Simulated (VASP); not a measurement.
# BiTe (Fm-3m) in VASP: notebook

The runs below take BiTe through single point, with PBE.

Everything below comes from runs of VASP 6.6.1. Logs are shortened: lines on timing, memory, paths and dates and some standing lists are left out, and cuts for length are marked.

## 1. The cell of the first run

The structure is cubic, space group Fm-3m (No. 225). The conventional cell has a = 6.360 Å, b = 6.360 Å, c = 6.360 Å, α = 90.00°, β = 90.00°, γ = 90.00°. Within 4.2 Å of Bi (site symmetry m-3m) lie 6 Te at 3.18 Å. Within 4.2 Å of Te (site symmetry m-3m) lie 6 Bi at 3.18 Å.

## 2. Single point, PBE

INCAR

```
SYSTEM = BiTe
PREC     = Accurate       ! precision mode
ENCUT    = 520            ! plane-wave cutoff, eV
EDIFF    = 1E-7           ! SCF threshold, eV
ISMEAR   = -1             ! smearing method
SIGMA    = 0.1            ! smearing width, eV
LREAL    = .False.        ! projectors in reciprocal space
LASPH    = .True.         ! aspherical terms in the spheres
NELM     = 80             ! most SCF steps
ALGO     = Normal         ! electronic algorithm
ISIF     = 2              ! what is computed and relaxed
LWAVE    = .False.        ! write WAVECAR
LCHARG   = .False.        ! write CHGCAR
GGA      = PE             ! functional
NBANDS   = 18             ! bands
```

KPOINTS

```
Automatic mesh
0
Gamma
  6 6 6
  0 0 0
```

POSCAR

```
BiTe
1.0
    0.0000000000      3.1801588970      3.1801588970
    3.1801588970      0.0000000000      3.1801588970
    3.1801588970      3.1801588970      0.0000000000
Bi Te
1 1
Direct
    0.0000000000      0.0000000000      0.0000000000
    0.5000000000      0.5000000000      0.5000000000
```

Potentials or basis: VASP PAW PBE potentials, release 64 (Bi_d, Te).

Started as:

```
$ cat potpaw_PBE.64/Bi_d/POTCAR potpaw_PBE.64/Te/POTCAR > POTCAR
$ mpirun -np 1 vasp_std > vasp.out
```

OUTCAR:

```text
SYSTEM = BiTe
   PREC = Accurate
   ENCUT = 520
   EDIFF = 1E-7
   ISMEAR = -1
   LREAL = .False.
   LASPH = .True.
   NELM = 80
   ISIF = 2
   GGA = PE

 ion  position               nearest neighbor table
   1  0.000  0.000  0.000-   2 3.18   2 3.18   2 3.18   2 3.18   2 3.18   2 3.18
   2  0.500  0.500  0.500-   1 3.18   1 3.18   1 3.18   1 3.18   1 3.18   1 3.18

  LATTYP: Found a face centered cubic cell.
 ALAT       =     6.3603177940

  Lattice vectors:

 A1 = (   0.0000000000,   3.1801588970,   3.1801588970)
 A2 = (   3.1801588970,   0.0000000000,   3.1801588970)
 A3 = (   3.1801588970,   3.1801588970,   0.0000000000)

Analysis of symmetry for initial positions (statically):
=====================================================================
 Subroutine PRICEL returns:
 Original cell was already a primitive cell.

 Routine SETGRP: Setting up the symmetry group for a
 face centered cubic supercell.

 Subroutine GETGRP returns: Found 48 space group operations
 (whereof 48 operations were pure point group operations)
 out of a pool of 48 trial point group operations.

The static configuration has the point symmetry O_h .

Analysis of symmetry for dynamics (positions and initial velocities):
=====================================================================
 Subroutine PRICEL returns:
 Original cell was already a primitive cell.

 Routine SETGRP: Setting up the symmetry group for a
 face centered cubic supercell.

 Subroutine GETGRP returns: Found 48 space group operations
 (whereof 48 operations were pure point group operations)
 out of a pool of 48 trial point group operations.

The dynamic configuration has the point symmetry O_h .

 Subroutine INISYM returns: Found 48 space group operations
 (whereof 48 operations are pure point group operations),
 and found     1 'primitive' translations

----------------------------------------------------------------------------------------

                                     Primitive cell

  volume of cell :      64.3245

  direct lattice vectors                    reciprocal lattice vectors
     0.000000000  3.180158897  3.180158897    -0.157224848  0.157224848  0.157224848
     3.180158897  0.000000000  3.180158897     0.157224848 -0.157224848  0.157224848
     3.180158897  3.180158897  0.000000000     0.157224848  0.157224848 -0.157224848

  length of vectors
[... 68 lines left out ...]
   LNONCOLLINEAR =      F non collinear calculations
   LSORBIT =      F    spin-orbit coupling
   LASPH  =      T    aspherical Exc in radial PAW
   ENCUT  =  520.0 eV  38.22 Ry    6.18 a.u.   8.36  8.36  8.36*2*pi/ulx,y,z
   NELM   =     80;   NELMIN=  2; NELMDL= -5     # of ELM steps
   EDIFF  = 0.1E-06   stopping-criterion for ELM
   LREAL  =      F    real-space projection
   EDIFFG = 0.1E-05   stopping-criterion for IOM
   NSW    =      0    number of steps for IOM
   IBRION =     -1    ionic relax: 0-MD 1-quasi-New 2-CG
   NFREE  =      0    steps in history (QN), initial steepest desc. (CG)
   ISIF   =      2    stress and relaxation
   ISYM   =      2    0-nonsym 1-usesym 2-fastsym
   POTIM  = 0.5000    time-step for ionic-motion
   TEBEG  =    0.0;   TEEND  =   0.0 temperature during run
   PSTRESS=    0.0 pullay stress
   NELECT =      21.0000    total number of electrons
   NUPDOWN=      -1.0000    fix difference up-down
   EMIN   =  10.00;   EMAX   =-10.00  energy-range for DOS
   EFERMI =   0.00;   METHOD = LEGACY
   ISMEAR =    -1;   SIGMA  =   0.10  broadening in eV -4-tet -1-fermi 0-gaus
   EFERMI_NEDOS =   21; number of points for ismear=-14 and -15
   IALGO  =     38    algorithm
   IMIX   =      4    mixing-type and parameters
     AMIX     =   0.40;   BMIX     =  1.00
     AMIX_MAG =   1.60;   BMIX_MAG =  1.00
  volume/ion in A,a.u.               =      32.16       217.04
  Fermi-wavevector in a.u.,A,eV,Ry     =   1.127256  2.130204 17.288997  1.270705
  Thomas-Fermi vector in A             =   2.263941
   LORBIT       =      0    0 simple, 1 ext, 2 COOP (PROOUT), +10 PAW based schemes
   GGA     = PE    functional components
   LHFCALC =     F    Hartree Fock is set to
   AEXX    =    0.0000 exact exchange contribution
   IVDW    =     0    specifies the selected vdW correction
   LEPSILON=     F    determine dielectric tensor
   LRPA    =     F    only Hartree local field effects (RPA)
 non-spin polarized calculation
  energy-cutoff  :      520.00
  volume of cell :       64.32
 maximum number of plane-waves:      1759
 NGX is ok and might be reduce to    36
   NGX = 17   NGY = 17   NGZ = 17

 number of electron      21.0000002 magnetization

 Free energy of the ion-electron system (eV)
  ---------------------------------------------------
  ext. energy  EPLUGINS =         0.00000000
  ---------------------------------------------------
  free energy    TOTEN  =        -7.14699364 eV

  energy without entropy =       -7.09225012  energy(sigma->0) =       -7.11962188

 E-fermi :   7.2332     XC(G=0):  -9.6639

 val. band max:        7.1669601545   @ k =   0.3333   0.0000   0.0000
 cond. band min:       7.2910277420   @ k =   0.3333   0.0000   0.0000
 fundamental gap:      0.1240675875
 Fermi energy:         7.2331911351

 k-point     1 :       0.0000    0.0000    0.0000
  band No.  band energies     occupation
      1     -15.8809      2.00000
      2     -15.8809      2.00000
      3     -15.8748      2.00000
      4     -15.8748      2.00000
      5     -15.8748      2.00000
      6      -6.6012      2.00000
[... 313 lines left out ...]
      5     -15.8616      2.00000
      6      -4.3469      2.00000
[... 10 lines left out ...]
     17      17.6432      0.00000
     18      17.7840      0.00000

------------------------ aborting loop because EDIFF is reached ----------------------------------------

  FORCE on cell =-STRESS in cart. coord.  units (eV):
  Direction    XX          YY          ZZ          XY          YZ          ZX
  --------------------------------------------------------------------------------------
  -------------------------------------------------------------------------------------
  Total        1.4893269      1.4893269      1.4893269      0.0000000      0.0000000      0.0000000
  in kB       37.0957509     37.0957509     37.0957509      0.0000000      0.0000000      0.0000000
  external PRESSURE =      37.0957509 kB  Pullay stress =       0.0000000 kB

 VOLUME and BASIS-vectors are now :
 -----------------------------------------------------------------------------
  energy-cutoff  :      520.00
  volume of cell :       64.32
      direct lattice vectors                 reciprocal lattice vectors
     0.000000000  3.180158897  3.180158897    -0.157224848  0.157224848  0.157224848
     3.180158897  0.000000000  3.180158897     0.157224848 -0.157224848  0.157224848
     3.180158897  3.180158897  0.000000000     0.157224848  0.157224848 -0.157224848

 POSITION                                       TOTAL-FORCE (eV/Angst)
 -----------------------------------------------------------------------------------
      0.00000      0.00000      0.00000         0.000000      0.000000     -0.000000
      3.18016      3.18016      3.18016         0.000000      0.000000      0.000000
 -----------------------------------------------------------------------------------
    total drift:                               -0.000000      0.000000      0.000000

  FREE ENERGIE OF THE ION-ELECTRON SYSTEM (eV)
  ---------------------------------------------------
  free  energy   TOTEN  =        -7.1469936362 eV

  energy  without entropy=       -7.0922501178  energy(sigma->0) =       -7.11962188
```

It took 12 s on 1 thread of Intel Xeon 6975P-C, shared host; peak memory 0.2 GiB.

Results:

- Free energy: -7.1470 eV
- Pressure: 3.7 GPa

Levels at points of the mesh, in eV from the Fermi level:
| k point | band 8 | band 9 | band 10 | band 11 | band 12 | band 13 |
| --- | --- | --- | --- | --- | --- | --- |
| (0.00, 0.00, 0.00) | -2.63 | -2.63 | -2.63 | 2.32 | 2.32 | 2.32 |
| (0.50, 0.00, 0.00) | -1.97 | -1.97 | -1.52 | -0.78 | -0.64 | -0.64 |
| (0.50, 0.50, 0.00) | -5.96 | -4.20 | -4.20 | 2.11 | 3.90 | 3.90 |

Caveat: spin-orbit coupling is left out, which moves the levels of the heavy elements.

## 3. Single point, PBE

This run uses another cell than the first one, of 33.01 Å³/atom, 1.026 times its volume.

INCAR

```
PREC     = Accurate       # precision mode
ENCUT    = 520            # plane-wave cutoff, eV
EDIFF    = 1E-6           # SCF threshold, eV
ISMEAR   = -1             # smearing method
SIGMA    = 0.1            # smearing width, eV
LREAL    = F              # projectors in reciprocal space
LASPH    = T              # aspherical terms in the spheres
NELM     = 100            # most SCF steps
ALGO     = Normal         # electronic algorithm
ISIF     = 2              # what is computed and relaxed
LWAVE    = F              # write WAVECAR
LCHARG   = F              # write CHGCAR
GGA      = PE             # functional
NBANDS   = 18             # bands
```

KPOINTS

```
Automatic mesh
0
Gamma
  6 6 6
```

POSCAR

```
BiTe
1.0
    0.0000000000      3.2078138407      3.2078138407
    3.2078138407      0.0000000000      3.2078138407
    3.2078138407      3.2078138407      0.0000000000
Bi Te
1 1
Direct
    0.0000000000      0.0000000000      0.0000000000
    0.5000000000      0.5000000000      0.5000000000
```

Potentials or basis: VASP PAW PBE potentials, release 64 (Bi_d, Te).

Started as:

```
$ cat potpaw_PBE.64/Bi_d/POTCAR potpaw_PBE.64/Te/POTCAR > POTCAR
$ mpirun -np 1 vasp_std > vasp.out
```

Wall time 10 s (1 thread of Intel Xeon 6975P-C, shared host); peak memory 0.2 GiB.

The run converged. Its results:

| Property | Result |
| --- | --- |
| Free energy | -7.1783 eV |
| Pressure | 2.1 GPa |

Levels at points of the mesh, in eV from the Fermi level:
```tsv
k point	band 6	band 7	band 8	band 9	band 10	band 11	band 12	band 13	band 14	band 15
(0.00, 0.00, 0.00)	-13.65	-7.98	-2.56	-2.56	-2.56	2.26	2.26	2.26	4.68	4.68
(0.50, 0.00, 0.00)	-11.63	-11.28	-1.92	-1.92	-1.54	-0.77	-0.61	-0.61	7.43	7.90
(0.50, 0.50, 0.00)	-11.81	-9.90	-5.78	-4.08	-4.08	2.20	3.77	3.77	5.20	8.79
```

Caveat: spin-orbit coupling is left out, which moves the levels of the heavy elements.

## 4. Single point, PBE

This run uses another cell than the first one, of 34.70 Å³/atom, 1.079 times its volume.

INCAR

```
ALGO     = Normal         # electronic algorithm
EDIFF    = 1E-6           # SCF threshold, eV
ENCUT    = 520            # plane-wave cutoff, eV
GGA      = PE             # functional
ISIF     = 2              # what is computed and relaxed
ISMEAR   = -1             # smearing method
LASPH    = True           # aspherical terms in the spheres
LCHARG   = False          # write CHGCAR
LREAL    = False          # projectors in reciprocal space
LWAVE    = False          # write WAVECAR
NBANDS   = 18             # bands
NELM     = 60             # most SCF steps
PREC     = Accurate       # precision mode
SIGMA    = 0.1            # smearing width, eV
```

KPOINTS

```
k-points
0
Gamma
  6 6 6
```

POSCAR

```
BiTe
1.0
    0.0000000000      3.2617367497      3.2617367497
    3.2617367497      0.0000000000      3.2617367497
    3.2617367497      3.2617367497      0.0000000000
Bi Te
1 1
Direct
    0.0000000000      0.0000000000      0.0000000000
    0.5000000000      0.5000000000      0.5000000000
```

Started as:

```
$ cat potpaw_PBE.64/Bi_d/POTCAR potpaw_PBE.64/Te/POTCAR > POTCAR
$ mpirun -np 1 vasp_std > vasp.out
```

It took 14 s on 1 thread of Intel Xeon 6975P-C, shared host; peak memory 0.21 GiB.

It converged, with:

```yaml
Free_energy: -7.1970 eV
Pressure: -0.4 GPa
```

Levels at points of the mesh, in eV from the Fermi level:
```
           k point  band 6  band 7  band 8  band 9  band 10  band 11  band 12  band 13  band 14  band 15
(0.00, 0.00, 0.00)  -13.31   -8.18   -2.44   -2.44    -2.44     2.14     2.14     2.14     4.75     4.75
(0.50, 0.00, 0.00)  -11.43  -11.13   -1.82   -1.82    -1.56    -0.76    -0.54    -0.54     7.31     7.75
(0.50, 0.50, 0.00)  -11.63   -9.91   -5.45   -3.86    -3.86     2.38     3.52     3.52     4.82     8.64
```

Caveat: spin-orbit coupling is left out, which moves the levels of the heavy elements.

## 5. The runs side by side

```tsv
cell	gap on the mesh (eV)	pressure (GPa)
a = 4.497 Å, angles 60.0°, 2 atoms	none	3.7
a = 4.537 Å, angles 60.0°, 2 atoms	none	2.1
a = 4.613 Å, angles 60.0°, 2 atoms	none	-0.4
```

Alike in all rows: task single point; level PBE; potentials or basis VASP PAW PBE potentials, release 64 (Bi_d, Te); no spin polarisation; k mesh 6 × 6 × 6; cutoff (eV) 520; smearing fermi-dirac 0.1 eV.

Caveats: spin-orbit coupling is left out, which moves the levels of the heavy elements.

Total energies depend on the potentials used, so only differences within one code and one set of settings carry meaning.
